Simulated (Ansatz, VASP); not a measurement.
# AlIn2B2As in VASP and in Ansatz

```xyz
6
Lattice="4.0895 0.0000 0.0000 0.0000 4.0895 0.0000 0.0000 0.0000 6.8253" Properties=species:S:1:pos:R:3 pbc="T T T"
Al    0.0000    0.0000    0.0000
In    2.0447    0.0000    2.1719
In    0.0000    2.0447    4.6534
B     2.0447    0.0000    5.6590
B     0.0000    2.0447    1.1662
As    2.0447    2.0447    0.0000
```

Change from the starting cell: species swapped into the Nd2FeSi2Ru type (P-4m2, No. 115).

Alike in both runs: task relaxation of cell and atoms; functional PBE; k mesh 4 × 4 × 3; occupations gaussian, width 0.2 eV; no spin polarisation.

```csv
,VASP,Ansatz
version,VASP 6.6.1,Ansatz 0.2.0
potentials or method,"VASP PAW PBE potentials, release 64 (Al, In_d, B, As_d), cutoff 560 eV","scalar-relativistic, plane waves, PAW"
valence electrons in the cell,50,50
```

```csv
,VASP,Ansatz,Ansatz less VASP
"gap on the k mesh at the Fermi level, each at its own relaxed structure (eV)",none,none,-
relaxed volume (Å³/atom),18.07,17.61,-0.454
relaxed length of the cell vector where the two differ most in proportion (Å),7.252,6.960,-0.2916
```

A gap of «none» marks a metal or a gap that the smearing closes.

The k mesh is coarse, so the values compare programs but aren't converged.
